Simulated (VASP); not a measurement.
Crystal: SrTiO3.

```
Sr Ti O
1.0
     3.90685    0.00000    0.00000
     0.00000    3.90685    0.00000
     0.00000    0.00000    3.90685
Sr Ti O
1 1 3
Direct
  0.00000 0.00000 0.00000
  0.50000 0.50000 0.50000
  0.50000 0.50000 0.00000
  0.50000 0.00000 0.50000
  0.00000 0.50000 0.50000
```

Base run:

- Program: VASP 6.6.1
- Functional: LDA
- Potentials or basis: VASP PAW LDA potentials, release 64 (Sr_sv, Ti_sv, O)
- Cutoff: 520 eV
- k mesh: 6 × 6 × 6
- Occupations: gaussian, width 0.01 eV
- Spin: no spin polarisation

Its results: band gap on the k mesh 1.75 eV (least direct gap 2.11 eV); pressure -6.6 GPa.

Problem. The run is repeated on the same cell with these changes: functional from LDA to r2SCAN; potentials or basis from VASP PAW LDA potentials, release 64 (Sr_sv, Ti_sv, O) to VASP PAW PBE potentials, release 64 (Sr_sv, Ti_sv, O). What comes out?

Solution. Band gap on the k mesh 2.27 eV (least direct gap 2.66 eV); pressure 0.9 GPa.

Caveats: the cell stands under tension (at least some runs); the PAW data sets were made with another functional, which shifts forces and pressure a little (at least some runs).

A k mesh can miss the band edges.
